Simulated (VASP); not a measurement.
# Ru (P6_3/mmc) in VASP: further runs, part 2 of 2

VASP 6.6.1. Earlier steps stand in the parts before.

## 4. Single point, PBE

Input file INCAR:

```
SYSTEM = Ru
PREC = Accurate ; ENCUT = 520
EDIFF = 1E-6 ; ISMEAR = -1
SIGMA = 0.1 ; LREAL = .FALSE.
LASPH = .TRUE. ; NELM = 100
ALGO = Normal ; ISIF = 2
LWAVE = .FALSE. ; LCHARG = .TRUE.
GGA = PE ; LELF = .TRUE.
LVHAR = .TRUE. ; NBANDS = 21
```

Input file KPOINTS:

```
regular mesh
0
G
  22 22 12
  0 0 0
```

Input file POSCAR:

```
Ru
1.0
    2.7235595794      0.0000000000      0.0000000000
   -1.3617797897      2.3586717845      0.0000000000
    0.0000000000      0.0000000000      4.2890849607
Ru
2
Direct
    0.3333333333      0.6666666667      0.2500000000
    0.6666666667      0.3333333333      0.7500000000
```

Run with:

```
> cat potpaw_PBE.64/Ru_pv/POTCAR > POTCAR
> mpirun -np 1 vasp_std > vasp.out
```

Wall time 4.1 min (1 thread of AMD EPYC 7R13, shared host); peak memory 0.24 GiB.

Results (log left out):

```yaml
Free_energy: -18.4970 eV
Pressure: -0.1 GPa
Band_gap_on_the_k_mesh: zero (band 14 reaches 14.12 eV, above the bottom of band 15 at 11.00 eV)
```

Stress tensor (GPa, compression positive):
```
-0.39  0.00  0.00
 0.00 -0.39  0.00
 0.00  0.00  0.40
```

Levels at points of the mesh, in eV from the Fermi level:
| k point | band 11 | band 12 | band 13 | band 14 | band 15 | band 16 | band 17 | band 18 |
| --- | --- | --- | --- | --- | --- | --- | --- | --- |
| (0.00, 0.00, 0.00) | -2.33 | -1.88 | -1.88 | -1.41 | -1.41 | 1.15 | 1.15 | 1.32 |
| (0.50, 0.00, 0.00) | -2.02 | -1.79 | -1.48 | 1.35 | 1.77 | 1.88 | 3.96 | 5.99 |
| (0.00, 0.00, 0.50) | -2.73 | -2.73 | -2.65 | -2.65 | 0.52 | 0.52 | 0.52 | 0.52 |
| (0.50, 0.00, 0.50) | -1.06 | -1.06 | 0.43 | 0.43 | 1.61 | 1.61 | 3.32 | 3.32 |

## 5. Single point, PBE

Input file INCAR:

```
SYSTEM = Ru
  PREC = Accurate
  ENCUT = 520
  EDIFF = 1E-6
  ISMEAR = -1
  SIGMA = 0.6
  LREAL = .FALSE.
  LASPH = .TRUE.
  NELM = 100
  ALGO = Normal
  ISIF = 2
  LWAVE = .FALSE.
  LCHARG = .TRUE.
  GGA = PE
  LELF = .TRUE.
  LVHAR = .TRUE.
  NBANDS = 21
```

Input file KPOINTS:

```
Automatic mesh
0
G
  13 13 7
  0 0 0
```

POSCAR is that of step 4.

Run with:

```
> cat potpaw_PBE.64/Ru_pv/POTCAR > POTCAR
> mpirun -np 1 vasp_std > vasp.out
```

Run time: 31 s. Hardware: 1 thread of Intel Xeon 8259CL, shared host; peak memory 0.16 GiB.

It converged, with:

```
Free energy            : -19.6684 eV
Pressure               : 11.7 GPa
Band gap on the k mesh : zero (band 14 reaches 14.08 eV, above the bottom of band 15 at 11.13 eV)
```

Stress tensor (GPa, compression positive):
```
10.30  0.00  0.00
 0.00 10.30  0.00
 0.00  0.00 14.54
```

Levels at points of the mesh, in eV from the Fermi level:
| k point | band 10 | band 11 | band 12 | band 13 | band 14 | band 15 | band 16 | band 17 | band 18 | band 19 |
| --- | --- | --- | --- | --- | --- | --- | --- | --- | --- | --- |
| (0.00, 0.00, 0.00) | -2.55 | -2.33 | -1.87 | -1.87 | -1.40 | -1.40 | 1.16 | 1.16 | 1.26 | 10.17 |

## 6. Single point, PBE

Input file INCAR:

```
SYSTEM = Ru
PREC     = Accurate       ! precision mode
ENCUT    = 520            ! plane-wave cutoff, eV
EDIFF    = 1E-6           ! SCF threshold, eV
ISMEAR   = -1             ! smearing method
SIGMA    = 1.0            ! smearing width, eV
LREAL    = .FALSE.        ! projectors in reciprocal space
LASPH    = .TRUE.         ! aspherical terms in the spheres
NELM     = 80             ! most SCF steps
ALGO     = Normal         ! electronic algorithm
ISIF     = 2              ! what is computed and relaxed
LWAVE    = .FALSE.        ! write WAVECAR
LCHARG   = .TRUE.         ! write CHGCAR
GGA      = PE             ! functional
LELF     = .TRUE.         ! ELF
LVHAR    = .TRUE.       
NBANDS   = 21             ! bands
```

Input file KPOINTS:

```
regular mesh
0
G
  13 13 7
  0 0 0
```

POSCAR is that of step 5.

Potentials or basis: VASP PAW PBE potentials, release 64 (Ru_pv).

Run with:

```
> cat potpaw_PBE.64/Ru_pv/POTCAR > POTCAR
> mpirun -np 1 vasp_std > vasp.out
```

OUTCAR:

```text
SYSTEM = Ru
   PREC = Accurate
   ENCUT = 520
   EDIFF = 1E-6
   ISMEAR = -1
   LREAL = .FALSE.
   LASPH = .TRUE.
   NELM = 80
   ISIF = 2
   GGA = PE

 ion  position               nearest neighbor table
   1  0.333  0.667  0.250-   2 2.66   2 2.66   2 2.66   2 2.66   2 2.66   2 2.66
   2  0.667  0.333  0.750-   1 2.66   1 2.66   1 2.66   1 2.66   1 2.66   1 2.66

  LATTYP: Found a hexagonal cell.
 ALAT       =     2.7235595794
 C/A-ratio  =     1.5748085679

  Lattice vectors:
[... 189 lines left out ...]
      1     -30.7539      2.00000
      2     -29.8573      2.00000
      3     -29.8573      2.00000
      4     -29.6884      2.00000
      5     -29.6884      2.00000
      6     -29.6357      2.00000
[... 565 lines left out ...]
     20      23.5014      0.00005
     21      23.8574      0.00003

 [... further k-points ...]
[... 5 lines left out ...]
  --------------------------------------------------------------------------------------
  -------------------------------------------------------------------------------------
  Total        4.6219085      4.6219085      5.8962514      0.0000000     -0.0000000      0.0000000
  in kB      268.7589164    268.7589164    342.8605611      0.0000000     -0.0000000      0.0000000
  external PRESSURE =     293.4594646 kB  Pullay stress =       0.0000000 kB

 VOLUME and BASIS-vectors are now :
 -----------------------------------------------------------------------------
  energy-cutoff  :      520.00
  volume of cell :       27.55
      direct lattice vectors                 reciprocal lattice vectors
     2.723559579  0.000000000  0.000000000     0.367166559  0.211983712  0.000000000
    -1.361779790  2.358671784  0.000000000     0.000000000  0.423967424  0.000000000
     0.000000000  0.000000000  4.289084961     0.000000000  0.000000000  0.233149963

 POSITION                                       TOTAL-FORCE (eV/Angst)
 -----------------------------------------------------------------------------------
     -0.00000      1.57245      1.07227         0.000000     -0.000000      0.000000
      1.36178      0.78622      3.21681        -0.000000      0.000000      0.000000
 -----------------------------------------------------------------------------------
    total drift:                               -0.000000      0.000000     -0.000000

  FREE ENERGIE OF THE ION-ELECTRON SYSTEM (eV)
  ---------------------------------------------------
  free  energy   TOTEN  =       -21.9345417187 eV

  energy  without entropy=      -15.0283732294  energy(sigma->0) =      -18.48145747
```

OSZICAR:

```text
N       E                     dE             d eps       ncg     rms          rms(c)
DAV:   1     0.285296087016E+03    0.28530E+03   -0.17534E+04  3536   0.148E+03
DAV:   2    -0.170434634852E+02   -0.30234E+03   -0.29266E+03  3618   0.444E+02
DAV:   3    -0.229056054425E+02   -0.58621E+01   -0.58265E+01  4138   0.693E+01
DAV:   4    -0.229492411124E+02   -0.43636E-01   -0.43596E-01  4498   0.571E+00
DAV:   5    -0.229497476167E+02   -0.50650E-03   -0.50208E-03  4022   0.549E-01    0.192E+01
DAV:   6    -0.220015289611E+02    0.94822E+00   -0.20962E+00  4048   0.141E+01    0.745E+00
DAV:   7    -0.219415666991E+02    0.59962E-01   -0.34749E-01  4023   0.437E+00    0.222E+00
DAV:   8    -0.219363482018E+02    0.52185E-02   -0.40585E-02  3871   0.206E+00    0.715E-01
DAV:   9    -0.219345247552E+02    0.18234E-02   -0.36990E-03  3991   0.641E-01    0.315E-02
DAV:  10    -0.219345409647E+02   -0.16210E-04   -0.30632E-05  4085   0.406E-02    0.988E-03
DAV:  11    -0.219345417187E+02   -0.75400E-06   -0.76916E-06  4066   0.201E-02
   1 F= -.21934542E+02 E0= -.18481457E+02  d E =-.690617E+01
```

stdout:

```text
POSCAR found type information on POSCAR Ru
 POSCAR found :  1 types and       2 ions
 scaLAPACK will be used
 LDA part: xc-table for (Slater+PW92), standard interpolation
 POSCAR, INCAR and KPOINTS ok, starting setup
 FFT: planning ... GRIDC
 FFT: planning ... GRID_SOFT
 FFT: planning ... GRID
 WAVECAR not read
 entering main loop
```

It took 36 s on 1 thread of Intel Xeon 8259CL, shared host; peak memory 0.16 GiB.

What came out:

```
Free energy            : -21.9345 eV
Pressure               : 29.3 GPa
Band gap on the k mesh : zero (band 14 reaches 14.19 eV, above the bottom of band 15 at 11.22 eV)
```

Stress tensor (GPa, compression positive):
```
26.88  0.00  0.00
 0.00 26.88  0.00
 0.00  0.00 34.29
```

Levels at points of the mesh, in eV from the Fermi level:
```tsv
k point	band 10	band 11	band 12	band 13	band 14	band 15	band 16	band 17	band 18	band 19
(0.00, 0.00, 0.00)	-2.66	-2.42	-1.97	-1.97	-1.49	-1.49	1.08	1.09	1.09	10.06
```

## 7. Summary

| k mesh | smearing | gap on the mesh (eV) | pressure (GPa) |
| --- | --- | --- | --- |
| 14 × 14 × 8 | fermi-dirac 0.1 eV | none | 0.0 |
| 19 × 19 × 11 | fermi-dirac 0.1 eV | none | -0.1 |
| 22 × 22 × 12 | fermi-dirac 0.1 eV | none | -0.1 |
| 13 × 13 × 7 | fermi-dirac 0.6 eV | none | 11.7 |
| 13 × 13 × 7 | fermi-dirac 1 eV | none | 29.3 |

Alike in all rows: task single point; level PBE; potentials or basis VASP PAW PBE potentials, release 64 (Ru_pv); no spin polarisation; cell as given; cutoff (eV) 520.

Every run on the cell as given and a fine mesh finds a metal.

Absolute energies hang on the potentials; compare differences alone.
